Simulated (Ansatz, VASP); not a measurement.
**Two plane-wave programs on SrO**

The input POSCAR:

```
SrO
1.0
    0.0000000000      2.4766966328      2.4766966328
    2.4766966328      0.0000000000      2.4766966328
    2.4766966328      2.4766966328      0.0000000000
Sr O
1 1
Direct
    0.0000000000      0.0000000000      0.0000000000
    0.5000000000      0.5000000000      0.5000000000
```

INCAR.step1

```
PREC = Accurate ; ENCUT = 520
ISMEAR = 0 ; SIGMA = 0.01
LREAL = F ; LASPH = T
NELM = 150 ; MAGMOM = 0 0 0 0 0 0
LSORBIT = T ; GGA_COMPAT = F
NBANDS = 28 ; GGA = PE
ALGO = Normal ; EDIFF = 1E-4
LWAVE = T ; LCHARG = F
```

File INCAR.step2:

```
PREC = Accurate ; ENCUT = 520
EDIFF = 1E-6 ; ISMEAR = 0
SIGMA = 0.01 ; LREAL = F
LASPH = T ; NELM = 150
ALGO = Normal ; ISIF = 2
LWAVE = F ; LCHARG = F
MAGMOM = 0 0 0 0 0 0 ; LORBIT = 11
LSORBIT = T ; GGA_COMPAT = F
LORBMOM = T ; METAGGA = R2SCAN
LMIXTAU = T ; NBANDS = 28
ISTART = 1
```

KPOINTS

```
Automatic mesh
0
Gamma
  8 8 8
```

Input for Ansatz:

```yaml
crystal:
  lattice:
    - [0.0, 2.4766966328, 2.4766966328]
    - [2.4766966328, 0.0, 2.4766966328]
    - [2.4766966328, 2.4766966328, 0.0]
  atoms:
    - { symbol: Sr, position: [0.0, 0.0, 0.0] }
    - { symbol: O, position: [0.5, 0.5, 0.5] }
kpoints:
  mp_grid: { grid: [8, 8, 8] }
  band_path:
    path:
      - [0.0, 0.0, 0.0]
      - [0.5, 0.0, 0.5]
      - [0.625, 0.25, 0.625]
      - [0.375, 0.375, 0.75]
      - [0.5, 0.5, 0.5]
      - [0.5, 0.25, 0.75]
      - [0.0, 0.5, 0.5]
    npoints: 1
hamiltonian:
  xc: r2scan
scf:
  occupations: { method: fixed }
  n_extra_bands: 8
magnetization:
  noncollinear: true
  spin_orbit: true
output:
  forces: true
  stress: true
  eigenvalues: true
```

Change from the starting cell: hydrostatic strain -4.0%.

Alike in both runs: task single point; functional r2SCAN; k mesh 8 × 8 × 8; non-collinear spin, spin-orbit coupling.

|  | VASP | Ansatz |
| --- | --- | --- |
| version | VASP 6.6.1 | Ansatz 0.2.0 |
| potentials or method | VASP PAW PBE potentials, release 64 (Sr_sv, O) | plane waves, PAW |
| plane-wave cutoff (eV) | 520 | 500 |
| occupations | gaussian, width 0.01 eV | fixed |
| valence electrons in the cell | 16 | 16 |

|  | VASP | Ansatz | Ansatz less VASP |
| --- | --- | --- | --- |
| pressure (GPa) | 16.0 | 15.1 | -0.93 |
| net moment per atom (μB) | 0.00 | 0.00 | 0.000 |

VASP's potentials were made for PBE, not for r2SCAN.
